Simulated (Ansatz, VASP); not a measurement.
# K4TeBr2 in VASP and in Ansatz

```xyz
7
Lattice="3.1415 -8.5812 0.0000 3.1415 8.5812 0.0000 0.0000 0.0000 5.9211" Properties=species:S:1:pos:R:3 pbc="T T T"
K     3.1415   -6.4620    2.9605
K     3.1415    6.4620    2.9605
K     3.1415   -1.8356    0.0000
K     3.1415    1.8356    0.0000
Te    0.0000    0.0000    0.0000
Br    3.1415   -3.0181    2.9605
Br    3.1415    3.0181    2.9605
```

Change from the starting cell: species swapped into the PrRe4Si2 type (Cmmm, No. 65).

Alike in both runs: functional PBE; k mesh 6 × 6 × 6; occupations gaussian, width 0.02 eV; no spin polarisation.

Ansatz relaxed the structure, and its values are those at the end. VASP's run is a single point on that final structure, the one shown.

```csv
,VASP,Ansatz
version,VASP 6.6.1,Ansatz 0.2.0
potentials or method,"VASP PAW PBE potentials, release 64 (K_sv, Te, Br), cutoff 520 eV","scalar-relativistic, plane waves, PAW"
valence electrons in the cell,56,66
```

```tsv
	VASP	Ansatz	Ansatz less VASP
gap on the k mesh at the Fermi level (eV)	2.08	2.08	+0.002
least direct gap on the mesh (eV)	2.08	2.08	+0.002
pressure (GPa)	0.0	0.0	-0.02
```

With one functional, cell and mesh, what is left measures potentials, basis and numerics. VASP's potentials hold 56 valence electrons a cell and Ansatz's 66, so a difference there can come from the potentials and not from the codes.

Spin-orbit coupling is off throughout.
